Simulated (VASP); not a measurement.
Set up this calculation in VASP 6.6.1, as the native input.

- Task: single point
- Functional: PBE
- Potentials or basis: VASP PAW PBE potentials, release 64 (B, C)
- Cutoff: 520 eV
- k mesh: 12 × 6 × 6
- Occupations: gaussian, width 0.1 eV
- Spin: no spin polarisation
- Dipole correction: no
- Further INCAR settings: ALGO = Normal; EDIFF = 1e-06; NBANDS = 32

The structure of B2C lies in POSCAR:

```
B2C
1.0
    2.7563146324     -0.0002999281      0.0033852795
    0.0003388156      5.5465373597      0.0005886860
    1.0317012686      1.7717725339      5.9846268640
B C
8 4
Direct
    0.9101979812      0.7938230067      0.8692416404
    0.9268586759      0.2925151732      0.8587811361
    0.4516541944      0.6974158821      0.6497429910
    0.4543409253      0.0599501138      0.6175067841
    0.0731413241      0.7074848268      0.1412188639
    0.0898020188      0.2061769933      0.1307583596
    0.5456590747      0.9400498862      0.3824932159
    0.5483458056      0.3025841179      0.3502570090
    0.9011439561      0.0830175581      0.7458920069
    0.9132900352      0.5774674248      0.7441678359
    0.0988560439      0.9169824419      0.2541079931
    0.0867099648      0.4225325752      0.2558321641
```

The input as run:

INCAR

```
  PREC = Accurate
  ENCUT = 520
  EDIFF = 1E-6
  ISMEAR = 0
  SIGMA = 0.1
  LREAL = F
  LASPH = T
  NELM = 60
  ALGO = Normal
  ISIF = 2
  LWAVE = F
  LCHARG = F
  GGA = PE
  NBANDS = 32
```

KPOINTS

```
Automatic mesh
0
Gamma
  12 6 6
```

Potentials or basis: VASP PAW PBE potentials, release 64 (B, C).

The run is started by

```bash
$ cat potpaw_PBE.64/B/POTCAR potpaw_PBE.64/C/POTCAR > POTCAR
$ mpirun -np 1 vasp_std > vasp.out
```

Results of the run:

| Item | Value |
| --- | --- |
| Pressure | 0.1 GPa |
| Largest force | 0.022 eV/Å |
| Band gap on the k mesh | zero (bands 20 and 21 overlap by 2.37 eV) |

Run time: 7.1 min on 1 thread of AMD EPYC 7R13 Processor (Zen 3) (shared host), peak memory 0.49 GiB.
